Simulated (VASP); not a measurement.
A run of VASP 6.6.1 is set up as follows.

The input INCAR:

```
SYSTEM = Hf
PREC     = Accurate       ! precision mode
ENCUT    = 520            ! plane-wave cutoff, eV
EDIFF    = 1E-6           ! SCF threshold, eV
ISMEAR   = 0              ! smearing method
SIGMA    = 0.1            ! smearing width, eV
LREAL    = .False.        ! projectors in reciprocal space
LASPH    = .True.         ! aspherical terms in the spheres
NELM     = 80             ! most SCF steps
ALGO     = Fast           ! electronic algorithm
ISIF     = 2              ! what is computed and relaxed
LWAVE    = .False.        ! write WAVECAR
LCHARG   = .False.        ! write CHGCAR
GGA      = PE             ! functional
NBANDS   = 50             ! bands
```

Contents of KPOINTS:

```
regular mesh
0
Gamma
  12 12 4
  0 0 0
```

File POSCAR:

```
Hf
1.0
    5.0231012414      0.0000000000      0.0000000000
   -2.5115506207      4.3501332808      0.0000000000
    0.0000000000      0.0000000000      8.2679493080
Hf
8
Direct
    0.0000000000      0.3208193100      0.0000000000
    0.3208193100      0.0000000000      0.0000000000
    0.6791806900      0.6791806900      0.0000000000
    0.0000000000      0.6791806900      0.5000000000
    0.6791806900      0.0000000000      0.5000000000
    0.3208193100      0.3208193100      0.5000000000
    0.6666666667      0.3333333333      0.7500000000
    0.3333333333      0.6666666667      0.2500000000
```

Potentials or basis: VASP PAW PBE potentials, release 64 (Hf_pv).

Command:

```sh
$ cat potpaw_PBE.64/Hf_pv/POTCAR > POTCAR
$ mpirun -np 1 vasp_std > vasp.out
```

Predict the band gap on the k mesh.

zero (bands 40 and 41 overlap by 0.53 eV).

Predict the pressure.

19.5 GPa.

Predict the largest force.

0.456 eV/Å.

Stress tensor (GPa, compression positive):
```
20.21  0.00  0.00
 0.00 20.21  0.00
 0.00  0.00 18.03
```

Caveat: the cell differs from its parent crystal (Ta replaced by Hf, lengths x 1.018, strained); the cell stands under pressure; spin-orbit coupling is left out, which moves the levels of the heavy elements.
